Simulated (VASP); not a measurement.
# LiF (Fm-3m) in VASP: settings compared

LiF is run at these levels: PBE, LDA; tasks: single point.

Everything below comes from runs of VASP 6.6.1. Logs are shortened: lines on timing, memory, paths and dates and some standing lists are left out, and cuts for length are marked.

### Step 1. The cell of the first run

It takes space group Fm-3m (No. 225, cubic). Conventional cell: a = 3.990 Å, b = 3.990 Å, c = 3.990 Å, α = 90.00°, β = 90.00°, γ = 90.00°. Li (site symmetry m-3m) has 6 F at 1.99 Å within 2.6 Å. F (site symmetry m-3m) has 6 Li at 1.99 Å within 2.6 Å.

### Step 2. Single point, PBE

Input file INCAR:

```
SYSTEM = LiF
  ALGO = Normal
  EDIFF = 1E-6
  ENCUT = 750
  GGA = PE
  GGA_COMPAT = .False.
  ISIF = 2
  ISMEAR = -1
  LASPH = .True.
  LCHARG = .True.
  LELF = .True.
  LREAL = .False.
  LVHAR = .True.
  LWAVE = .False.
  NBANDS = 12
  NELM = 120
  PREC = Accurate
  SIGMA = 0.02
```

Input file KPOINTS:

```
k-points
0
Gamma
  10 10 10
  0 0 0
```

Input file POSCAR:

```
LiF
1.0
    0.0000000000      1.9948691812      1.9948691812
    1.9948691812      0.0000000000      1.9948691812
    1.9948691812      1.9948691812      0.0000000000
Li F
1 1
Direct
    0.0000000000      0.0000000000      0.0000000000
    0.5000000000      0.5000000000      0.5000000000
```

Potentials or basis: VASP PAW PBE potentials, release 64 (Li_sv, F).

Started as:

```console
$ cat potpaw_PBE.64/Li_sv/POTCAR potpaw_PBE.64/F/POTCAR > POTCAR
$ mpirun -np 1 vasp_std > vasp.out
```

OUTCAR:

```text
SYSTEM = LiF
   EDIFF = 1E-6
   ENCUT = 750
   GGA = PE
   ISIF = 2
   ISMEAR = -1
   LASPH = .True.
   LREAL = .False.
   NELM = 120
   PREC = Accurate

 ion  position               nearest neighbor table
   1  0.000  0.000  0.000-   2 1.99   2 1.99   2 1.99   2 1.99   2 1.99   2 1.99
   2  0.500  0.500  0.500-   1 1.99   1 1.99   1 1.99   1 1.99   1 1.99   1 1.99

  LATTYP: Found a face centered cubic cell.
 ALAT       =     3.9897383624

  Lattice vectors:

 A1 = (   0.0000000000,   1.9948691812,   1.9948691812)
 A2 = (   1.9948691812,   0.0000000000,   1.9948691812)
 A3 = (   1.9948691812,   1.9948691812,   0.0000000000)

Analysis of symmetry for initial positions (statically):
=====================================================================
 Subroutine PRICEL returns:
 Original cell was already a primitive cell.

 Routine SETGRP: Setting up the symmetry group for a
 face centered cubic supercell.

 Subroutine GETGRP returns: Found 48 space group operations
 (whereof 48 operations were pure point group operations)
 out of a pool of 48 trial point group operations.

The static configuration has the point symmetry O_h .

Analysis of symmetry for dynamics (positions and initial velocities):
=====================================================================
 Subroutine PRICEL returns:
 Original cell was already a primitive cell.

 Routine SETGRP: Setting up the symmetry group for a
 face centered cubic supercell.

 Subroutine GETGRP returns: Found 48 space group operations
 (whereof 48 operations were pure point group operations)
 out of a pool of 48 trial point group operations.

The dynamic configuration has the point symmetry O_h .

 Subroutine INISYM returns: Found 48 space group operations
 (whereof 48 operations are pure point group operations),
 and found     1 'primitive' translations

----------------------------------------------------------------------------------------

                                     Primitive cell

  volume of cell :      15.8772

  direct lattice vectors                    reciprocal lattice vectors
     0.000000000  1.994869181  1.994869181    -0.250643002  0.250643002  0.250643002
     1.994869181  0.000000000  1.994869181     0.250643002 -0.250643002  0.250643002
     1.994869181  1.994869181  0.000000000     0.250643002  0.250643002 -0.250643002

  length of vectors
     2.821171051  2.821171051  2.821171051     0.434126414  0.434126414  0.434126414

  position of ions in fractional coordinates (direct lattice)
     0.000000000  0.000000000  0.000000000
     0.500000000  0.500000000  0.500000000

  ion indices of the primitive-cell ions
   primitive index   ion index
                 1           1
                 2           2

----------------------------------------------------------------------------------------

 KPOINTS: k-points

Automatic generation of k-mesh.
 Grid dimensions read from file:
 generate k-points for:   10   10   10

 Generating k-lattice:

  Cartesian coordinates                     Fractional coordinates (reciprocal lattice)
    -0.025064300  0.025064300  0.025064300     0.100000000  0.000000000  0.000000000
     0.025064300 -0.025064300  0.025064300     0.000000000  0.100000000  0.000000000
     0.025064300  0.025064300 -0.025064300     0.000000000  0.000000000  0.100000000

  Length of vectors
     0.043412641  0.043412641  0.043412641

  Shift w.r.t. Gamma in fractional coordinates (k-lattice)
     0.000000000  0.000000000  0.000000000

 Subroutine IBZKPT returns following result:
 ===========================================

 Found     47 irreducible k-points:

 Following reciprocal coordinates:
            Coordinates               Weight
  0.000000  0.000000  0.000000      1.000000
  0.100000  0.000000  0.000000      8.000000
  0.200000  0.000000  0.000000      8.000000
  0.300000  0.000000  0.000000      8.000000
  0.400000  0.000000  0.000000      8.000000
  0.500000  0.000000  0.000000      4.000000
[... 16 lines left out ...]
  0.300000  0.300000  0.000000      6.000000
  0.400000  0.300000  0.000000     24.000000
 [... further k-points ...]
   k-points           NKPTS =     47   k-points in BZ     NKDIM =     47   number of bands    NBANDS=     12
   number of dos      NEDOS =    301   number of ions     NIONS =      2
   total plane-waves  NPLWV =  21952
   dimension x,y,z NGX =    28 NGY =   28 NGZ =   28
   dimension x,y,z NGXF=    56 NGYF=   56 NGZF=   56
   ions per type =               1   1
   NGX,Y,Z   is equivalent  to a cutoff of  16.50, 16.50, 16.50 a.u.
   NGXF,Y,Z  is equivalent  to a cutoff of  33.00, 33.00, 33.00 a.u.
 SYSTEM =  LiF
   PREC   = accura    normal or accurate (medium, high low for compatibility)
   ISTART =      0    job   : 0-new  1-cont  2-samecut
   ICHARG =      2    charge: 1-file 2-atom 10-const
   ISPIN  =      1    spin polarized calculation?
   LNONCOLLINEAR =      F non collinear calculations
   LSORBIT =      F    spin-orbit coupling
   LASPH  =      T    aspherical Exc in radial PAW
   ENCUT  =  750.0 eV  55.12 Ry    7.42 a.u.   6.30  6.30  6.30*2*pi/ulx,y,z
   NELM   =    120;   NELMIN=  2; NELMDL= -5     # of ELM steps
   EDIFF  = 0.1E-05   stopping-criterion for ELM
   LREAL  =      F    real-space projection
   EDIFFG = 0.1E-04   stopping-criterion for IOM
   NSW    =      0    number of steps for IOM
   IBRION =     -1    ionic relax: 0-MD 1-quasi-New 2-CG
   NFREE  =      0    steps in history (QN), initial steepest desc. (CG)
   ISIF   =      2    stress and relaxation
   ISYM   =      2    0-nonsym 1-usesym 2-fastsym
   POTIM  = 0.5000    time-step for ionic-motion
   TEBEG  =    0.0;   TEEND  =   0.0 temperature during run
   PSTRESS=    0.0 pullay stress
   NELECT =      10.0000    total number of electrons
   NUPDOWN=      -1.0000    fix difference up-down
   EMIN   =  10.00;   EMAX   =-10.00  energy-range for DOS
   EFERMI =   0.00;   METHOD = LEGACY
   ISMEAR =    -1;   SIGMA  =   0.02  broadening in eV -4-tet -1-fermi 0-gaus
   EFERMI_NEDOS =   21; number of points for ismear=-14 and -15
   IALGO  =     38    algorithm
   IMIX   =      4    mixing-type and parameters
     AMIX     =   0.40;   BMIX     =  1.00
     AMIX_MAG =   1.60;   BMIX_MAG =  1.00
  volume/ion in A,a.u.               =       7.94        53.57
  Fermi-wavevector in a.u.,A,eV,Ry     =   1.403300  2.651852 26.793271  1.969250
  Thomas-Fermi vector in A             =   2.525975
   LORBIT       =      0    0 simple, 1 ext, 2 COOP (PROOUT), +10 PAW based schemes
   GGA     = PE    functional components
   LHFCALC =     F    Hartree Fock is set to
   AEXX    =    0.0000 exact exchange contribution
   IVDW    =     0    specifies the selected vdW correction
   LEPSILON=     F    determine dielectric tensor
   LRPA    =     F    only Hartree local field effects (RPA)
 non-spin polarized calculation
  energy-cutoff  :      750.00
  volume of cell :       15.88
 maximum number of plane-waves:       754
 NGX is ok and might be reduce to    28
   NGX = 13   NGY = 13   NGZ = 13

 number of electron      10.0000004 magnetization

 Free energy of the ion-electron system (eV)
  ---------------------------------------------------
  ext. energy  EPLUGINS =         0.00000000
  ---------------------------------------------------
  free energy    TOTEN  =        -9.63380154 eV

  energy without entropy =       -9.63380154  energy(sigma->0) =       -9.63380154

 E-fermi :  -0.3911     XC(G=0): -10.1248

 val. band max:       -0.8526112048   @ k =   0.0000   0.0000   0.0000
 cond. band min:       8.4842476040   @ k =   0.0000   0.0000   0.0000
 fundamental gap:      9.3368588088
 Fermi energy:        -0.3910767915

 k-point     1 :       0.0000    0.0000    0.0000
  band No.  band energies     occupation
      1     -41.6964      2.00000
      2     -20.9047      2.00000
      3      -0.8526      2.00000
      4      -0.8526      2.00000
      5      -0.8526      2.00000
      6       8.4842      0.00000
      7      23.5011      0.00000
      8      23.5011      0.00000
      9      23.5011      0.00000
     10      23.7621      0.00000
     11      23.7621      0.00000
     12      23.7621      0.00000

 k-point     2 :       0.1000    0.0000    0.0000
  band No.  band energies     occupation
      1     -41.6901      2.00000
      2     -20.8640      2.00000
      3      -1.1497      2.00000
      4      -0.8767      2.00000
      5      -0.8767      2.00000
      6       8.7757      0.00000
      7      20.7094      0.00000
      8      22.1882      0.00000
      9      22.1882      0.00000
     10      24.8487      0.00000
     11      24.8487      0.00000
     12      24.9358      0.00000

 k-point     3 :       0.2000    0.0000    0.0000
  band No.  band energies     occupation
      1     -41.6735      2.00000
      2     -20.7546      2.00000
      3      -1.8623      2.00000
      4      -0.9382      2.00000
      5      -0.9382      2.00000
      6       9.4188      0.00000
      7      18.2159      0.00000
      8      20.6608      0.00000
      9      20.6608      0.00000
     10      25.9329      0.00000
     11      26.2176      0.00000
     12      26.2176      0.00000
[... 286 lines left out ...]
 k-point    23 :       0.3000    0.3000    0.0000
  band No.  band energies     occupation
      1     -41.6409      2.00000
      2     -20.4632      2.00000
      3      -2.8240      2.00000
      4      -1.5434      2.00000
      5      -1.5434      2.00000
      6      11.6759      0.00000
      7      17.2479      0.00000
      8      18.4821      0.00000
      9      19.8842      0.00000
     10      19.8842      0.00000
     11      34.2186      0.00000
     12      34.3062      0.00000

 k-point    24 :       0.4000    0.3000    0.0000
  band No.  band energies     occupation
      1     -41.6287      2.00000
      2     -20.3458      2.00000
      3      -3.2590      2.00000
      4      -1.7624      2.00000
      5      -1.6459      2.00000
      6      12.4955      0.00000
      7      16.1196      0.00000
      8      17.9839      0.00000
      9      19.6324      0.00000
     10      20.6995      0.00000
     11      33.7289      0.00000
     12      34.5786      0.00000

 [... further k-points ...]

------------------------ aborting loop because EDIFF is reached ----------------------------------------

  FORCE on cell =-STRESS in cart. coord.  units (eV):
  Direction    XX          YY          ZZ          XY          YZ          ZX
  --------------------------------------------------------------------------------------
  -------------------------------------------------------------------------------------
  Total        0.3633812      0.3633812      0.3633812      0.0000000      0.0000000      0.0000000
  in kB       36.6690554     36.6690554     36.6690554      0.0000000      0.0000000      0.0000000
  external PRESSURE =      36.6690554 kB  Pullay stress =       0.0000000 kB

 VOLUME and BASIS-vectors are now :
 -----------------------------------------------------------------------------
  energy-cutoff  :      750.00
  volume of cell :       15.88
      direct lattice vectors                 reciprocal lattice vectors
     0.000000000  1.994869181  1.994869181    -0.250643002  0.250643002  0.250643002
     1.994869181  0.000000000  1.994869181     0.250643002 -0.250643002  0.250643002
     1.994869181  1.994869181  0.000000000     0.250643002  0.250643002 -0.250643002

 POSITION                                       TOTAL-FORCE (eV/Angst)
 -----------------------------------------------------------------------------------
      0.00000      0.00000      0.00000        -0.000000      0.000000     -0.000000
      1.99487      1.99487      1.99487         0.000000     -0.000000      0.000000
 -----------------------------------------------------------------------------------
    total drift:                                0.000000      0.000000      0.000000

  FREE ENERGIE OF THE ION-ELECTRON SYSTEM (eV)
  ---------------------------------------------------
  free  energy   TOTEN  =        -9.6338015406 eV

  energy  without entropy=       -9.6338015406  energy(sigma->0) =       -9.63380154
```

Wall time 18 s (1 thread of Oxide Virtual Turin-like, shared host); peak memory 0.12 GiB.

What came out:

```
Free energy            : -9.6338 eV
Pressure               : 3.7 GPa
Band gap on the k mesh : 9.34 eV
```

Caveat: the cell stands under pressure.

### Step 3. Single point, LDA

Input file INCAR:

```
SYSTEM = LiF
PREC = Accurate
ENCUT = 750
EDIFF = 1E-6
ISMEAR = 0
SIGMA = 0.01
LREAL = .False.
LASPH = .True.
NELM = 120
ALGO = Normal
ISIF = 2
LWAVE = .False.
LCHARG = .False.
NBANDS = 12
GGA_COMPAT = .False.
```

Input file KPOINTS:

```
regular mesh
0
Gamma
  10 10 10
  0 0 0
```

POSCAR is that of step 2.

Potentials or basis: VASP PAW LDA potentials, release 64 (Li_sv, F).

Started as:

```console
$ cat potpaw_LDA.64/Li_sv/POTCAR potpaw_LDA.64/F/POTCAR > POTCAR
$ mpirun -np 1 vasp_std > vasp.out
```

It took 16 s on 1 thread of Oxide Virtual Turin-like, shared host; peak memory 0.1 GiB.

The run converged. Its results:

```
Free energy            : -10.4925 eV
Pressure               : -5.2 GPa
Band gap on the k mesh : 9.09 eV
```

Levels at points of the mesh, in eV from the valence-band top:
| k point | band 2 | band 3 | band 4 | band 5 | band 6 | band 7 | band 8 | band 9 |
| --- | --- | --- | --- | --- | --- | --- | --- | --- |
| (0.00, 0.00, 0.00) | -19.65 | 0.00 | 0.00 | 0.00 | 9.09 | 23.83 | 23.83 | 23.83 |
| (0.50, 0.00, 0.00) | -19.17 | -2.67 | -0.24 | -0.24 | 10.53 | 16.71 | 18.65 | 18.65 |
| (0.50, 0.50, 0.00) | -18.86 | -3.24 | -1.08 | -1.08 | 14.69 | 16.17 | 17.47 | 20.10 |

Caveat: the cell stands under tension. A k mesh can miss the band edges.
